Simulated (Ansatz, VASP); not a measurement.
# Two plane-wave programs on Ga4As5

```
CELL_PARAMETERS angstrom
4.06260 0.00000 0.00000
0.00000 4.06260 0.00000
0.00000 0.00000 26.49077
ATOMIC_POSITIONS crystal
As 0.00000 0.50000 0.28312
As 0.50000 0.00000 0.39156
As 0.00000 0.50000 0.50000
As 0.50000 0.00000 0.60844
As 0.00000 0.50000 0.71688
Ga 0.50000 0.50000 0.33734
Ga 0.00000 0.00000 0.44578
Ga 0.50000 0.50000 0.55422
Ga 0.00000 0.00000 0.66266
```

Alike in both runs: task single point; functional PBE; k mesh 9 × 9 × 1; occupations gaussian, width 0.05 eV; no spin polarisation.

|  | VASP | Ansatz |
| --- | --- | --- |
| version | VASP 6.6.1 | Ansatz 0.2.0 |
| potentials or method | VASP PAW PBE potentials, release 64 (As, Ga_d), cutoff 520 eV | scalar-relativistic, plane waves, PAW |
| valence electrons in the cell | 77 | 127 |

```tsv
	VASP	Ansatz	Ansatz less VASP
gap on the k mesh at the Fermi level (eV)	none	none	-
rms of the force components (eV/Å)	0.110	0.110	+0.0004
```

A gap of «none» marks a metal or a gap that the smearing closes. VASP's potentials hold 77 valence electrons a cell and Ansatz's 127, so a difference there can come from the potentials and not from the codes. Ansatz's warnings: xc potential rough in thin density.
